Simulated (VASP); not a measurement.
**TiTe2: single point with r2SCAN+D3(BJ)**

The system is TiTe2.

```xyz
3
Lattice="3.7624 0.0000 0.0000 -1.8812 3.2583 0.0000 0.0000 0.0000 6.5485" Properties=species:S:1:pos:R:3 pbc="T T T"
Ti    0.0000    0.0000    0.0000
Te    0.0000    2.1722    1.7175
Te    1.8812    1.0861    4.8311
```

* Program: VASP 6.6.1
* Task: single point
* Functional: r2SCAN
* Dispersion: D3(BJ)
* Potentials or basis: VASP PAW PBE potentials, release 64 (Ti_sv, Te)
* Cutoff: 520 eV
* k mesh: 8 × 8 × 4
* Occupations: gaussian, width 0.05 eV
* Spin: no spin polarisation

- Pressure: -0.3 GPa
- Largest force: 0.218 eV/Å
- Band gap on the k mesh: zero (band 12 reaches 7.24 eV, above the bottom of band 13 at 6.59 eV)
- Dispersion energy per atom: -0.229 eV

Forces in eV/Å, atoms in the order of the input:
```
Ti   0.000  0.000  0.000
Te   0.000  0.000 -0.218
Te   0.000  0.000  0.218
```

Stress tensor (GPa, compression positive):
```
 0.19  0.00  0.00
 0.00  0.19  0.00
 0.00  0.00 -1.28
```

Levels at points of the mesh, in eV from the Fermi level:
```tsv
k point	band 9	band 10	band 11	band 12	band 13	band 14	band 15	band 16
(0.00, 0.00, 0.00)	-1.87	0.36	0.44	0.44	0.45	1.03	1.03	3.14
(0.50, 0.00, 0.00)	-2.93	-2.59	-1.99	-1.27	0.07	1.26	1.66	2.49
(0.00, 0.00, 0.50)	-1.80	-1.80	0.43	0.43	0.72	0.72	1.15	3.56
(0.50, 0.00, 0.50)	-2.68	-2.25	-1.20	-0.77	-0.21	1.26	1.64	2.66
```

Wall time 2.4 min on 1 thread of Intel(R) Xeon(R) Platinum 8375C CPU @ 2.90GHz (Ice Lake) (shared host), peak memory 0.23 GiB.

Caveat: three body term missing; the PAW data sets were made with another functional, which shifts forces and pressure a little; spin-orbit coupling is left out, which moves the levels of the heavy elements.
